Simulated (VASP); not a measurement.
A run of VASP 6.6.1:

INCAR

```
ALGO = Fast
EDIFF = 1E-6
EDIFFG = -0.01
ENCUT = 600
GGA = PE
IBRION = 2
ISIF = 3
ISMEAR = 0
LASPH = True
LCHARG = False
LREAL = False
LWAVE = False
NELM = 100
NSW = 100
PREC = Accurate
SIGMA = 0.1
```

The input KPOINTS:

```
k-points
0
Gamma
  12 12 6
```

The input POSCAR:

```
In5O
1.0
    5.2148772349      0.0000000000      0.0000000000
   -2.6074386175      4.5162161631      0.0000000000
    0.0000000000      0.0000000000      6.1939517230
In O
5 1
Direct
    0.6666666667      0.3333333333      0.7367811528
    0.0000000000      0.0000000000      0.0000000000
    0.6666666667      0.3333333333      0.2632188472
    0.3333333333      0.6666666667      0.2632188472
    0.3333333333      0.6666666667      0.7367811528
    0.0000000000      0.0000000000      0.5000000000
```

Potentials or basis: VASP PAW PBE potentials, release 64 (In_d, O).

Run with:

```sh
$ cat potpaw_PBE.64/In_d/POTCAR potpaw_PBE.64/O/POTCAR > POTCAR
$ mpirun -np 1 vasp_std > vasp.out
```

Hardware: 1 thread of Oxide Virtual Turin-like Processor, on a shared host.

**Question.** Estimate the wall time of this run.

**Answer.** It took 29 min on 1 thread of Oxide Virtual Turin-like Processor (shared host), peak memory 0.56 GiB. Counts: scf iterations 75, k points 76, ion steps 7.
